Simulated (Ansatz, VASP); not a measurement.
CsGaCl: VASP beside Ansatz

```
CELL_PARAMETERS angstrom
5.61404 0.00000 0.00000
0.00000 5.61404 0.00000
0.00000 0.00000 8.22135
ATOMIC_POSITIONS crystal
Cs 0.00000 0.50000 0.29665
Cs 0.50000 0.00000 0.70335
Ga 0.00000 0.50000 0.86301
Ga 0.50000 0.00000 0.13699
Cl 0.00000 0.00000 0.00000
Cl 0.50000 0.50000 0.00000
```

Alike in both runs: task single point; functional PBE; k mesh 8 × 8 × 6; occupations gaussian, width 0.1 eV; no spin polarisation.

```csv
,VASP,Ansatz
version,VASP 6.6.1,Ansatz 0.2.0
potentials or method,"VASP PAW PBE potentials, release 64 (Cs_sv, Ga_d, Cl), cutoff 520 eV","scalar-relativistic, plane waves, PAW"
valence electrons in the cell,58,58
```

|  | VASP | Ansatz | Ansatz less VASP |
| --- | --- | --- | --- |
| gap on the k mesh at the Fermi level (eV) | none | none | - |
| pressure (GPa) | 0.0 | 0.0 | 0.00 |
| rms of the force components (eV/Å) | 0.003 | 0.002 | -0.0017 |

Atom by atom the forces differ by 0.003 eV/Å (rms over components). A gap of «none» marks a metal or a gap that the smearing closes.

Spin-orbit coupling is off throughout.
